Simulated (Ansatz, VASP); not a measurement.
## Two plane-wave programs on NaAl5O2

```
Na Al O
1.0
     2.51051   -1.44976    0.00392
     2.51051    1.44976    0.00392
    -1.72856    0.00000   29.01818
Na Al O
2 10 4
Direct
  0.36418 0.36418 0.59239
  0.63582 0.63582 0.40761
  0.72841 0.72841 0.68596
  0.00000 0.00000 0.50000
  0.27159 0.27159 0.31404
  0.42090 0.42090 0.76274
  0.57910 0.57910 0.23726
  0.85992 0.85992 0.07902
  0.50000 0.50000 0.00000
  0.14008 0.14008 0.92098
  0.78027 0.78027 0.84178
  0.21973 0.21973 0.15822
  0.04996 0.04996 0.65022
  0.67857 0.67857 0.53486
  0.32143 0.32143 0.46514
  0.95004 0.95004 0.34978
```

Change from the starting cell: the structure that the rattled cell fell into.

Alike in both runs: functional PBE; k mesh 12 × 12 × 1; occupations gaussian, width 0.1 eV; no spin polarisation.

Ansatz relaxed the structure, and its values are those at the end. VASP's run is a single point on that final structure, the one shown.

```csv
,VASP,Ansatz
version,VASP 6.6.1,Ansatz 0.2.0
potentials or method,"VASP PAW PBE potentials, release 64 (Na_pv, Al, O), cutoff 520 eV","scalar-relativistic, plane waves, PAW"
valence electrons in the cell,68,72
```

```tsv
	VASP	Ansatz	Ansatz less VASP
gap on the k mesh at the Fermi level (eV)	none	none	-
pressure (GPa)	0.0	0.0	+0.02
rms of the force components (eV/Å)	0.005	0.002	-0.0023
```

A gap of «none» marks a metal or a gap that the smearing closes. VASP's potentials hold 68 valence electrons a cell and Ansatz's 72, so a difference there can come from the potentials and not from the codes.
